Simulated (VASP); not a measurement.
Input of a VASP 6.6.1 run:

Contents of INCAR:

```
SYSTEM = Rh
  PREC = Accurate
  ENCUT = 500
  EDIFF = 1E-7
  ISMEAR = 0
  SIGMA = 0.1
  LREAL = .False.
  LASPH = .True.
  NELM = 120
  ALGO = Normal
  ISIF = 3
  LWAVE = .False.
  LCHARG = .False.
  GGA = CA
  IBRION = 2
  NSW = 100
  EDIFFG = -0.05
  GGA_COMPAT = .False.
  NELMIN = 4
```

File KPOINTS:

```
Automatic mesh
0
Gamma
  8 8 8
  0 0 0
```

File POSCAR:

```
Rh
1.0
    0.0000000000      1.9029860900      1.9029860900
    1.9029860900      0.0000000000      1.9029860900
    1.9029860900      1.9029860900      0.0000000000
Rh
1
Direct
    0.0000000000      0.0000000000      0.0000000000
```

Potentials or basis: VASP PAW LDA potentials, release 64 (Rh_pv).

Command:

```bash
$ cat potpaw_LDA.64/Rh_pv/POTCAR > POTCAR
$ mpirun -np 1 vasp_std > vasp.out
```

Problem. Predict the relaxed volume.

Solution. 13.32 Å³/atom.

Problem. Predict the band gap on the k mesh.

Solution. Zero (an odd number of electrons rules out a gap without spin polarisation).

Problem. What does it give for the space group after relaxing (to 0.1 Å)?

Solution. Fm-3m (No. 225).

Problem. Predict the relaxed cell.

Solution. a = 2.661 Å, b = 2.661 Å, c = 2.661 Å, α = 60.00°, β = 60.00°, γ = 60.00°.

Step by step:
```
step  energy change (eV)  largest force (eV/Å)  pressure (GPa)  volume (Å³)
   1              0.0000                0.0000          -10.12        13.78
   2              0.1080                0.0000           36.76        12.12
   3             -0.0157                0.0000           -0.38        13.32
```
